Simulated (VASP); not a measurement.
Input of a VASP 6.6.1 run:

The input INCAR:

```
PREC = Accurate
ENCUT = 520
EDIFF = 1E-6
ISMEAR = -1
SIGMA = 0.1
LREAL = False
LASPH = True
NELM = 60
ALGO = Normal
ISIF = 2
LWAVE = False
LCHARG = False
NBANDS = 10
```

File KPOINTS:

```
Automatic mesh
0
Gamma
  16 16 16
```

File POSCAR:

```
Co
1.0
    2.2825835769      0.0000000000      0.0000000000
    0.0000000000      2.2825835769      0.0000000000
    0.0000000000      0.0000000000      2.2825835769
Co
1
Direct
    0.0000000000      0.0000000000      0.0000000000
```

Potentials or basis: VASP PAW LDA potentials, release 64 (Co).

Run with:

```bash
$ cat potpaw_LDA.64/Co/POTCAR > POTCAR
$ mpirun -np 1 vasp_std > vasp.out
```

**Question.** Predict the pressure.

**Answer.** -15.2 GPa.

**Question.** Predict the band gap on the k mesh.

**Answer.** Zero (an odd number of electrons rules out a gap without spin polarisation).

Caveat: the cell stands under tension; the run has no spin polarisation, though such a crystal can be magnetic. Spin polarisation is off, so any magnetic state and its effect on volume and gap are missing.
